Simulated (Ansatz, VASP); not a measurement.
SnSe: VASP beside Ansatz

```xyz
2
Lattice="0.0000 2.6454 2.6454 2.6454 0.0000 2.6454 2.6454 2.6454 0.0000" Properties=species:S:1:pos:R:3 pbc="T T T"
Sn    0.0000    0.0000    0.0000
Se    2.6454    2.6454    2.6454
```

Alike in both runs: task relaxation of cell and atoms; functional LDA; k mesh 14 × 14 × 14; occupations fermi-dirac, width 0.05 eV; no spin polarisation.

|  | VASP | Ansatz |
| --- | --- | --- |
| version | VASP 6.6.1 | Ansatz 0.2.0 |
| potentials or method | VASP PAW LDA potentials, release 64 (Sn_d, Se) | PAW with Ansatz's default frozen-core files, scalar-relativistic |
| plane-wave cutoff (eV) | 600 | 420 |
| valence electrons in the cell | 20 | 30 |

|  | VASP | Ansatz | Ansatz less VASP |
| --- | --- | --- | --- |
| relaxed volume (Å³/atom) | 25.67 | 25.63 | -0.037 |
| relaxed cell length with the largest relative difference (Å) | 4.172 | 4.170 | -0.0020 |

LDA's correlation is that of Perdew and Zunger in VASP and of Perdew and Wang (1992) in Ansatz. VASP's potentials hold 20 valence electrons a cell and Ansatz's 30, so a difference there can come from the potentials and not from the codes.

Noted on VASP's run: the volume moved by over 15 % at a fixed basis, so the end points are rough.
